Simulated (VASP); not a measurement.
# PbO (P6_3mc) in VASP: single point with HSE06

Aim: the single point of PbO with HSE06.

Everything below comes from runs of VASP 6.6.1. Logs are shortened: lines on timing, memory, paths and dates and some standing lists are left out, and cuts for length are marked.

### Step 1. The cell of the first run

Symmetry: P6_3mc, No. 186, hexagonal system. Conventional cell: a = 4.197 Å, b = 4.197 Å, c = 5.622 Å, α = 90.00°, β = 90.00°, γ = 120.00°. Within 3.1 Å of Pb (site symmetry 3m) lie 4 O at 2.33 to 2.47 Å. Within 3.1 Å of O (site symmetry 3m) lie 4 Pb at 2.33 to 2.47 Å.

### Step 2. Single point, HSE06

POSCAR

```
PbO
1.0
    4.1968626294      0.0000000000      0.0000000000
   -2.0984313147      3.6345896532      0.0000000000
    0.0000000000      0.0000000000      5.6222899483
Pb O
2 2
Direct
    0.3333333333      0.6666666667     -0.0195315233
    0.6666666667      0.3333333333      0.4804684767
    0.3333333333      0.6666666667      0.3945315233
    0.6666666667      0.3333333333      0.8945315233
```

INCAR.step1

```
SYSTEM = PbO
PREC = Accurate
ENCUT = 520
EDIFF = 1E-5
ISMEAR = 0
SIGMA = 0.01
LREAL = .FALSE.
LASPH = .TRUE.
NELM = 60
ALGO = Normal
ISIF = 2
LWAVE = .TRUE.
LCHARG = .FALSE.
GGA = PE
NBANDS = 28
KPAR = 2
```

INCAR.step2

```
SYSTEM = PbO
PREC = Accurate
ENCUT = 520
EDIFF = 1E-6
ISMEAR = 0
SIGMA = 0.01
LREAL = .FALSE.
LASPH = .TRUE.
NELM = 60
ALGO = Normal
ISIF = 2
LWAVE = .FALSE.
LCHARG = .FALSE.
GGA = PE
LHFCALC = .TRUE.
HFSCREEN = 0.2079
PRECFOCK = Normal
ISTART = 1
NBANDS = 28
KPAR = 2
```

KPOINTS

```
regular mesh
0
G
  6 6 2
  0 0 0
```

Potentials or basis: VASP PAW PBE potentials, release 64 (Pb_d, O).

Launch:

```
cat potpaw_PBE.64/Pb_d/POTCAR potpaw_PBE.64/O/POTCAR > POTCAR
cp INCAR.step1 INCAR
mpirun -np 2 vasp_std > vasp.out
cp INCAR.step2 INCAR
mpirun -np 2 vasp_std > vasp.out
```

OUTCAR:

```text
SYSTEM = PbO
   PREC = Accurate
   ENCUT = 520
   EDIFF = 1E-6
   ISMEAR = 0
   LREAL = .FALSE.
   LASPH = .TRUE.
   NELM = 60
   ISIF = 2
   GGA = PE
   LHFCALC = .TRUE.
   HFSCREEN = 0.2079
   PRECFOCK = Normal
   ISTART = 1

 ion  position               nearest neighbor table
   1  0.333  0.667  0.980-   3 2.33   4 2.47   4 2.47   4 2.47   2 3.71   2 3.71   2 3.71   2 3.71
                             2 3.71   2 3.71
   2  0.667  0.333  0.480-   4 2.33   3 2.47   3 2.47   3 2.47   1 3.71   1 3.71   1 3.71   1 3.71
                             1 3.71   1 3.71
   3  0.333  0.667  0.395-   1 2.33   2 2.47   2 2.47   2 2.47
   4  0.667  0.333  0.895-   2 2.33   1 2.47   1 2.47   1 2.47

  LATTYP: Found a hexagonal cell.
 ALAT       =     4.1968626294
 C/A-ratio  =     1.3396411665

  Lattice vectors:

 A1 = (   4.1968626294,   0.0000000000,   0.0000000000)
 A2 = (  -2.0984313147,   3.6345896532,   0.0000000000)
 A3 = (   0.0000000000,   0.0000000000,   5.6222899483)

Analysis of symmetry for initial positions (statically):
=====================================================================
 Subroutine PRICEL returns:
 Original cell was already a primitive cell.

 Routine SETGRP: Setting up the symmetry group for a
 hexagonal supercell.

 Subroutine GETGRP returns: Found 12 space group operations
 (whereof  6 operations were pure point group operations)
 out of a pool of 24 trial point group operations.

The static configuration has the point symmetry C_3v.
 The point group associated with its full space group is C_6v.

Analysis of symmetry for dynamics (positions and initial velocities):
=====================================================================
 Subroutine PRICEL returns:
 Original cell was already a primitive cell.

 Routine SETGRP: Setting up the symmetry group for a
 hexagonal supercell.

 Subroutine GETGRP returns: Found 12 space group operations
 (whereof  6 operations were pure point group operations)
 out of a pool of 24 trial point group operations.

The dynamic configuration has the point symmetry C_3v.
 The point group associated with its full space group is C_6v.

 Subroutine INISYM returns: Found 12 space group operations
 (whereof  6 operations are pure point group operations),
 and found     1 'primitive' translations

----------------------------------------------------------------------------------------

                                     Primitive cell

  volume of cell :      85.7617

  direct lattice vectors                    reciprocal lattice vectors
     4.196862629  0.000000000  0.000000000     0.238273227  0.137567111  0.000000000
    -2.098431315  3.634589653  0.000000000     0.000000000  0.275134223  0.000000000
     0.000000000  0.000000000  5.622289948     0.000000000  0.000000000  0.177863470

  length of vectors
     4.196862629  4.196862629  5.622289948     0.275134223  0.275134223  0.177863470

  position of ions in fractional coordinates (direct lattice)
     0.333333333  0.666666667  0.980468477
     0.666666667  0.333333333  0.480468477
     0.333333333  0.666666667  0.394531523
     0.666666667  0.333333333  0.894531523

  ion indices of the primitive-cell ions
   primitive index   ion index
                 1           1
                 2           2
                 3           3
                 4           4

----------------------------------------------------------------------------------------

 KPOINTS: regular mesh

Automatic generation of k-mesh.
 Grid dimensions read from file:
 generate k-points for:    6    6    2

 Generating k-lattice:

  Cartesian coordinates                     Fractional coordinates (reciprocal lattice)
     0.039712204  0.022927852  0.000000000     0.166666667 -0.000000000  0.000000000
     0.000000000  0.045855704  0.000000000     0.000000000  0.166666667  0.000000000
     0.000000000  0.000000000  0.088931735     0.000000000  0.000000000  0.500000000

  Length of vectors
     0.045855704  0.045855704  0.088931735

  Shift w.r.t. Gamma in fractional coordinates (k-lattice)
     0.000000000  0.000000000  0.000000000

 Subroutine IBZKPT returns following result:
 ===========================================

 Found     14 irreducible k-points:

 Following reciprocal coordinates:
            Coordinates               Weight
  0.000000  0.000000  0.000000      1.000000
  0.166667 -0.000000  0.000000      6.000000
  0.333333 -0.000000  0.000000      6.000000
  0.500000  0.000000  0.000000      3.000000
  0.166667  0.166667  0.000000      6.000000
  0.333333  0.166667  0.000000     12.000000
  0.333333  0.333333  0.000000      2.000000
  0.000000  0.000000  0.500000      1.000000
  0.166667 -0.000000  0.500000      6.000000
  0.333333 -0.000000  0.500000      6.000000
  0.500000  0.000000  0.500000      3.000000
  0.166667  0.166667  0.500000      6.000000
  0.333333  0.166667  0.500000     12.000000
  0.333333  0.333333  0.500000      2.000000
   k-points           NKPTS =     14   k-points in BZ     NKDIM =     72   number of bands    NBANDS=     28
   number of dos      NEDOS =    301   number of ions     NIONS =      4
   total plane-waves  NPLWV =  43008
   dimension x,y,z NGX =    32 NGY =   32 NGZ =   42
   dimension x,y,z NGXF=    64 NGYF=   64 NGZF=   84
   ions per type =               2   2
   NGX,Y,Z   is equivalent  to a cutoff of  12.68, 12.68, 12.42 a.u.
   NGXF,Y,Z  is equivalent  to a cutoff of  25.35, 25.35, 24.84 a.u.
 SYSTEM =  PbO
   PREC   = accura    normal or accurate (medium, high low for compatibility)
   ISTART =      1    job   : 0-new  1-cont  2-samecut
   ICHARG =      0    charge: 1-file 2-atom 10-const
   ISPIN  =      1    spin polarized calculation?
   LNONCOLLINEAR =      F non collinear calculations
   LSORBIT =      F    spin-orbit coupling
   LASPH  =      T    aspherical Exc in radial PAW
   ENCUT  =  520.0 eV  38.22 Ry    6.18 a.u.   7.80  7.80 10.45*2*pi/ulx,y,z
   NELM   =     60;   NELMIN=  2; NELMDL=  0     # of ELM steps
   EDIFF  = 0.1E-05   stopping-criterion for ELM
   LREAL  =      F    real-space projection
   EDIFFG = 0.1E-04   stopping-criterion for IOM
   NSW    =      0    number of steps for IOM
   IBRION =     -1    ionic relax: 0-MD 1-quasi-New 2-CG
   NFREE  =      0    steps in history (QN), initial steepest desc. (CG)
   ISIF   =      2    stress and relaxation
   ISYM   =      3    0-nonsym 1-usesym 2-fastsym
   POTIM  = 0.5000    time-step for ionic-motion
   TEBEG  =    0.0;   TEEND  =   0.0 temperature during run
   PSTRESS=    0.0 pullay stress
   NELECT =      40.0000    total number of electrons
   NUPDOWN=      -1.0000    fix difference up-down
   EMIN   =  10.00;   EMAX   =-10.00  energy-range for DOS
   EFERMI =   0.00;   METHOD = LEGACY
   ISMEAR =     0;   SIGMA  =   0.01  broadening in eV -4-tet -1-fermi 0-gaus
   EFERMI_NEDOS =   21; number of points for ismear=-14 and -15
   IALGO  =     38    algorithm
   IMIX   =      1    mixing-type and parameters
     AMIX     =   0.40;   BMIX     =  1.00
     AMIX_MAG =   1.60;   BMIX_MAG =  1.00
  volume/ion in A,a.u.               =      21.44       144.69
  Fermi-wavevector in a.u.,A,eV,Ry     =   1.269591  2.399178 21.930691  1.611860
  Thomas-Fermi vector in A             =   2.402624
   LORBIT       =      0    0 simple, 1 ext, 2 COOP (PROOUT), +10 PAW based schemes
   GGA     = PE    functional components
   LHFCALC =     T    Hartree Fock is set to
   PRECFOCK=normal    Normal, Fast or Accurate (Low or Medium for compatibility)
   ENCUT4O =  -1.0   cutoff for four orbital integrals eV
   NKREDX  =     1    reduce k-point grid by
   NKREDY  =     1    reduce k-point grid by
   NKREDZ  =     1    reduce k-point grid by
   AEXX    =    0.2500 exact exchange contribution
   HFSCREEN=    0.2079 screening length (either q_TF or 0.3 A-1)
   HFSCREENC=   0.2079 screening length for correlation (either q_TF or 0.3 A-1)
   ENCUTFOCK=  -1.0 apply spherical cutoff to Coloumb kernel
   IVDW    =     0    specifies the selected vdW correction
   LEPSILON=     F    determine dielectric tensor
   LRPA    =     F    only Hartree local field effects (RPA)
 non-spin polarized calculation
 Gauss-broadening in eV      SIGMA  =   0.01
  energy-cutoff  :      520.00
  volume of cell :       85.76
 maximum number of plane-waves:      2360
 NGX is ok and might be reduce to    32
  NGX = 24; NGY = 24; NGZ = 32

 number of electron      39.9999994 magnetization

 Free energy of the ion-electron system (eV)
  ---------------------------------------------------
  ext. energy  EPLUGINS =         0.00000000
  ---------------------------------------------------
  free energy    TOTEN  =       -25.39598683 eV

  energy without entropy =      -25.39598683  energy(sigma->0) =      -25.39598683

 E-fermi :   4.3474     XC(G=0):  -7.8022

 val. band max:        4.2046813970   @ k =   0.3333   0.3333   0.5000
 cond. band min:       6.7099650484   @ k =   0.5000   0.0000   0.5000
 fundamental gap:      2.5052836514
 Fermi energy:         4.3474334283

 k-point     1 :       0.0000    0.0000    0.0000
  band No.  band energies     occupation
      1     -15.5338      2.00000
      2     -15.4026      2.00000
      3     -13.5409      2.00000
      4     -13.5409      2.00000
      5     -13.5059      2.00000
      6     -13.5059      2.00000
[... 20 lines left out ...]
     27      13.1703      0.00000
     28      15.3618      0.00000

 k-point     2 :       0.1667   -0.0000    0.0000
  band No.  band energies     occupation
      1     -15.5225      2.00000
      2     -15.4050      2.00000
      3     -13.5396      2.00000
      4     -13.5092      2.00000
      5     -13.4929      2.00000
      6     -13.4923      2.00000
[... 20 lines left out ...]
     27      14.2423      0.00000
     28      15.2419      0.00000

 k-point     3 :       0.3333   -0.0000    0.0000
  band No.  band energies     occupation
      1     -15.4976      2.00000
      2     -15.4197      2.00000
      3     -13.5477      2.00000
      4     -13.5115      2.00000
      5     -13.4688      2.00000
      6     -13.4660      2.00000
[... 306 lines left out ...]
      3     -13.5153      2.00000
      4     -13.5153      2.00000
      5     -13.4852      2.00000
      6     -13.4852      2.00000
[... 20 lines left out ...]
     27      15.2107      0.00000
     28      15.2107      0.00000

 k-point    14 :       0.3333    0.3333    0.5000
  band No.  band energies     occupation
      1     -15.3903      2.00000
      2     -15.3903      2.00000
      3     -13.5124      2.00000
      4     -13.5124      2.00000
      5     -13.4788      2.00000
      6     -13.4788      2.00000
[... 20 lines left out ...]
     27      15.5164      0.00000
     28      15.5164      0.00000

------------------------ aborting loop because EDIFF is reached ----------------------------------------

  FORCE on cell =-STRESS in cart. coord.  units (eV):
  Direction    XX          YY          ZZ          XY          YZ          ZX
  --------------------------------------------------------------------------------------
  -------------------------------------------------------------------------------------
  Total        0.0121077      0.0121077      0.8676169      0.0000000     -0.0000000      0.0000000
  in kB        0.2261932      0.2261932     16.2085885      0.0000000     -0.0000000      0.0000000
  external PRESSURE =       5.5536583 kB  Pullay stress =       0.0000000 kB

 VOLUME and BASIS-vectors are now :
 -----------------------------------------------------------------------------
  energy-cutoff  :      520.00
  volume of cell :       85.76
      direct lattice vectors                 reciprocal lattice vectors
     4.196862629  0.000000000  0.000000000     0.238273227  0.137567111  0.000000000
    -2.098431315  3.634589653  0.000000000     0.000000000  0.275134223  0.000000000
     0.000000000  0.000000000  5.622289948     0.000000000  0.000000000  0.177863470

 POSITION                                       TOTAL-FORCE (eV/Angst)
 -----------------------------------------------------------------------------------
     -0.00000      2.42306      5.51248         0.000000     -0.000000      0.141135
      2.09843      1.21153      2.70133        -0.000000      0.000000      0.141135
     -0.00000      2.42306      2.21817        -0.000000     -0.000000     -0.141135
      2.09843      1.21153      5.02932         0.000000      0.000000     -0.141135
 -----------------------------------------------------------------------------------
    total drift:                                0.000000     -0.000001      0.000136

  FREE ENERGIE OF THE ION-ELECTRON SYSTEM (eV)
  ---------------------------------------------------
  free  energy   TOTEN  =       -25.3959868289 eV

  energy  without entropy=      -25.3959868289  energy(sigma->0) =      -25.39598683
```

Run time: 41 min. Hardware: 2 MPI ranks of Intel Xeon Platinum 8259CL at 2.50GHz (Skylake/Cascade Lake), shared host; peak memory 0.34 GiB.

Results:

- Free energy: -25.3960 eV
- Pressure: 0.6 GPa
- Largest force: 0.141 eV/Å
- Band gap on the k mesh: 2.51 eV (least direct gap 2.76 eV)

Forces in eV/Å, atoms in the order of the input:
```
Pb   0.000  0.000  0.141
Pb   0.000  0.000  0.141
O    0.000  0.000 -0.141
O    0.000  0.000 -0.141
```

Levels at points of the mesh, in eV from the valence-band top:
```csv
k point,band 18,band 19,band 20,band 21,band 22,band 23
"(0.00, 0.00, 0.00)",-2.68,-2.67,-2.67,4.66,5.53,5.53
"(0.50, 0.00, 0.00)",-3.09,-1.13,-0.86,2.81,4.24,5.81
"(0.00, 0.00, 0.50)",-3.05,-1.92,-1.92,4.44,4.44,5.66
"(0.50, 0.00, 0.50)",-3.18,-0.71,-0.71,2.51,2.51,5.71
```

Caveat: the k points lie up to 0.56 Å⁻¹ apart; the structure was generated, so it needn't be the stable form of PbO; the PAW data sets were made with another functional, which shifts forces and pressure a little; spin-orbit coupling is left out, which moves the levels of the heavy elements.
